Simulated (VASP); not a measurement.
**Te2Mo (single layer cut from the bulk crystal): single point with PBE**

Slab: Te2Mo (single layer cut from the bulk crystal), a slab with vacuum.

```
Te Mo
1.0
     3.56138    0.00000    0.00000
    -1.78069    3.08425    0.00000
     0.00000    0.00000   16.58141
Te Mo
2 1
Direct
  0.33333 0.66667 0.39210
  0.33333 0.66667 0.60790
  0.00000 0.00000 0.50000
```

* Program: VASP 6.6.1
* Task: single point
* Functional: PBE
* Potentials or basis: VASP PAW PBE potentials, release 64 (Te, Mo_sv)
* Cutoff: 520 eV
* k mesh: 24 × 24 × 1
* Occupations: gaussian, width 0.05 eV
* Spin: no spin polarisation

| Item | Value |
| --- | --- |
| Largest force | 0.238 eV/Å |
| Band gap on the k mesh | 1.05 eV, direct |

Forces on the atoms (eV/Å):
```
Te   0.000  0.000 -0.238
Te   0.000  0.000  0.238
Mo   0.000  0.000  0.000
```

Levels at points of the mesh, in eV from the valence-band top:
```csv
k point,band 11,band 12,band 13,band 14,band 15,band 16
"(0.00, 0.00, 0.00)",-0.91,-0.91,-0.38,3.06,3.06,3.36
"(0.50, 0.00, 0.00)",-1.54,-0.71,-0.35,1.38,1.73,3.32
```

It took 4.4 min on 1 thread of AMD EPYC 7R13 Processor (Zen 3), with other jobs on the host, peak memory 0.41 GiB.

Caveat: spin-orbit coupling is left out, which moves the levels of the heavy elements.
